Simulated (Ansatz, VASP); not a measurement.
## In: VASP beside Ansatz

```xyz
3
Lattice="1.6752 0.9672 8.2347 -1.6752 0.9672 8.2347 0.0000 -1.9343 8.2347" Properties=species:S:1:pos:R:3 pbc="T T T"
In    0.0000    0.0000    0.0000
In    0.0000    0.0000   19.2202
In    0.0000    0.0000    5.4840
```

Change from the starting cell: volume scaled by 1.01, PAW files.

Alike in both runs: task electric field gradients; functional PBEsol; k mesh 14 × 14 × 14; occupations fermi-dirac, width 0.05 eV; no spin polarisation.

|  | VASP | Ansatz |
| --- | --- | --- |
| version | VASP 6.6.1 | Ansatz 0.2.0 |
| potentials or method | VASP PAW PBE potentials, release 64 (In_d) | PAW with Ansatz's default frozen-core files, scalar-relativistic |
| plane-wave cutoff (eV) | 520 | 420 |
| valence electrons in the cell | 39 | 39 |

|  | VASP | Ansatz | Ansatz less VASP |
| --- | --- | --- | --- |
| pressure (GPa) | -1.6 | -1.6 | +0.04 |
| traceless stress, the component that is largest in VASP (GPa) | 0.16 | 0.16 | -0.001 |
| rms of the force components (eV/Å) | 0.005 | 0.005 | -0.0002 |
| size of Vzz on the site where it differs most (V/Å²) | 4.5 | 4.8 | +0.29 |

VASP's potentials were made for PBE, not for PBEsol. Atom by atom the forces differ by 0.000 eV/Å (rms over components). With one functional, cell and mesh, what is left measures potentials, basis and numerics.
